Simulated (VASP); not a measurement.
Write the native input for VASP 6.6.1 that does the following.

```
Task                   : relaxation of cell and atoms
Functional             : BLYP
Potentials or basis    : VASP PAW PBE potentials, release 64 (Sb, Ga_d)
Cutoff                 : 600 eV
k mesh                 : 8 × 8 × 8
Occupations            : fermi-dirac, width 0.05 eV
Spin                   : no spin polarisation
Dipole correction      : no
Further INCAR settings : ALGO = Normal; EDIFF = 1e-06; IBRION = 2; EDIFFG = -0.005; NSW = 80; ISIF = 3
```

The structure of GaSb lies in POSCAR:

```
GaSb
1.0
    0.0000000000      3.0590000000      3.0590000000
    3.0590000000      0.0000000000      3.0590000000
    3.0590000000      3.0590000000      0.0000000000
Sb Ga
1 1
Direct
    0.7500000000      0.7500000000      0.7500000000
    0.0000000000      0.0000000000      0.0000000000
```

These files were run (other wordings do the same):

INCAR

```
PREC = Accurate
ENCUT = 600
EDIFF = 1E-6
ISMEAR = -1
SIGMA = 0.05
LREAL = False
LASPH = True
NELM = 80
ALGO = Normal
ISIF = 3
LWAVE = False
LCHARG = False
GGA = B5
ALDAX = 1.0
AGGAX = 1.0
AGGAC = 1.0
ALDAC = 0.0
IBRION = 2
NSW = 80
EDIFFG = -0.005
```

KPOINTS

```
regular mesh
0
Gamma
  8 8 8
```

Potentials or basis: VASP PAW PBE potentials, release 64 (Sb, Ga_d).

The run is started by

```bash
$ cat potpaw_PBE.64/Sb/POTCAR potpaw_PBE.64/Ga_d/POTCAR > POTCAR
$ mpirun -np 1 vasp_std > vasp.out
```

Results of the run:

```
Relaxed volume                         : 32.13 Å³/atom
Relaxed cell                           : a = 4.496 Å, b = 4.496 Å, c = 4.496 Å, α = 60.00°, β = 60.00°, γ = 60.00°
Space group after relaxing (to 0.05 Å) : F-43m (No. 216)
Energy gained by relaxing              : 54.5 meV/atom
Ionic steps                            : 18
Pressure after relaxing                : 0.0 GPa
Band gap on the k mesh                 : zero (filled and empty bands touch)
```

Caveat: the PAW data sets were made with another functional, which shifts forces and pressure a little; spin-orbit coupling is left out, which moves the levels of the heavy elements; the volume moved by +12 % from the deposited cell, more than functionals usually miss.

It took 2.7 min on 1 thread of Intel(R) Xeon(R) 6975P-C (Granite Rapids) (shared host), peak memory 0.23 GiB.
